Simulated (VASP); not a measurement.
A run of VASP 6.6.1:

POSCAR

```
Mg3Sb2
1.0
    4.5696544430      0.0000000000      0.0000000000
   -2.2848272215      3.9574368341      0.0000000000
    0.0000000000      0.0000000000      7.2399368141
Mg Sb
3 2
Direct
    0.0000000000      0.0000000000      0.0000000000
    0.3333333333      0.6666666667      0.6336548727
    0.6666666667      0.3333333333      0.3663451273
    0.3333333333      0.6666666667      0.2287526248
    0.6666666667      0.3333333333      0.7712473752
```

File INCAR.step1:

```
  PREC = Accurate
  ENCUT = 520
  ISMEAR = 0
  SIGMA = 0.01
  LREAL = F
  LASPH = T
  NELM = 100
  NBANDS = 16
  GGA = PE
  ALGO = Normal
  EDIFF = 1E-4
  LWAVE = T
  LCHARG = F
```

INCAR.step2

```
  PREC = Accurate
  ENCUT = 520
  EDIFF = 1E-6
  ISMEAR = 0
  SIGMA = 0.01
  LREAL = F
  LASPH = T
  NELM = 100
  ALGO = Normal
  ISIF = 2
  LWAVE = F
  LCHARG = T
  METAGGA = R2SCAN
  LMIXTAU = T
  LELF = T
  LVHAR = T
  NBANDS = 16
  ISTART = 1
```

Contents of KPOINTS:

```
Automatic mesh
0
Gamma
  6 6 4
```

Potentials or basis: VASP PAW PBE potentials, release 64 (Mg, Sb).

The run is started by

```sh
$ cat potpaw_PBE.64/Mg/POTCAR potpaw_PBE.64/Sb/POTCAR > POTCAR
$ cp INCAR.step1 INCAR
$ mpirun -np 1 vasp_std > vasp.out
$ cp INCAR.step2 INCAR
$ mpirun -np 1 vasp_std > vasp.out
```

Hardware: 1 thread of Intel(R) Xeon(R) Platinum 8488C (Sapphire Rapids) (shared host).

Q: Estimate the wall time of this run.

A: It took 2.5 min on 1 thread of Intel(R) Xeon(R) Platinum 8488C (Sapphire Rapids) (shared host), peak memory 0.29 GiB. Counts: k points 24.
